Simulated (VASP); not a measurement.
Wanted: the native input for a VASP 6.6.1 run.

```
Task                   : single point
Functional             : LDA
Potentials or basis    : VASP PAW LDA potentials, release 64 (Li_sv, F)
Cutoff                 : 520 eV
k mesh                 : 9 × 9 × 6
Occupations            : gaussian, width 0.05 eV
Spin                   : no spin polarisation
Dipole correction      : no
Further INCAR settings : ALGO = Normal; EDIFF = 1e-06; NBANDS = 18
```

The structure of LiF lies in POSCAR:

```
LiF
1.0
    3.2002906382      0.0000000000      0.0000000000
   -1.6001453191      2.7715329922      0.0000000000
    0.0000000000      0.0000000000      4.5773756998
Li F
2 2
Direct
    0.3333333333      0.6666666667      0.3839784076
    0.6666666667      0.3333333333      0.8839784076
    0.3333333333      0.6666666667      0.9910195924
    0.6666666667      0.3333333333      0.4910195924
```

This cell differs from its parent crystal: volume 10.150 Å^3 an atom, c/a of the conventional cell 1.4303.

One way to write it, as run:

INCAR

```
PREC     = Accurate       # precision mode
ENCUT    = 520            # plane-wave cutoff, eV
EDIFF    = 1E-6           # SCF threshold, eV
ISMEAR   = 0              # smearing method
SIGMA    = 0.05           # smearing width, eV
LREAL    = False          # projectors in reciprocal space
LASPH    = True           # aspherical terms in the spheres
NELM     = 80             # most SCF steps
ALGO     = Normal         # electronic algorithm
ISIF     = 2              # what is computed and relaxed
LWAVE    = False          # write WAVECAR
LCHARG   = True           # write CHGCAR
GGA      = CA             # functional
LELF     = True           # ELF
LVHAR    = True         
NBANDS   = 18             # bands
```

KPOINTS

```
regular mesh
0
Gamma
  9 9 6
```

Potentials or basis: VASP PAW LDA potentials, release 64 (Li_sv, F).

The run is started by

```sh
$ cat potpaw_LDA.64/Li_sv/POTCAR potpaw_LDA.64/F/POTCAR > POTCAR
$ mpirun -np 1 vasp_std > vasp.out
```

Results of the run:

* Largest force: 0.262 eV/Å
* Band gap on the k mesh: 7.26 eV, direct

It took 18 s on 1 thread of Intel(R) Xeon(R) Platinum 8259CL CPU @ 2.50GHz (Skylake/Cascade Lake), with other jobs on the host, peak memory 0.15 GiB.
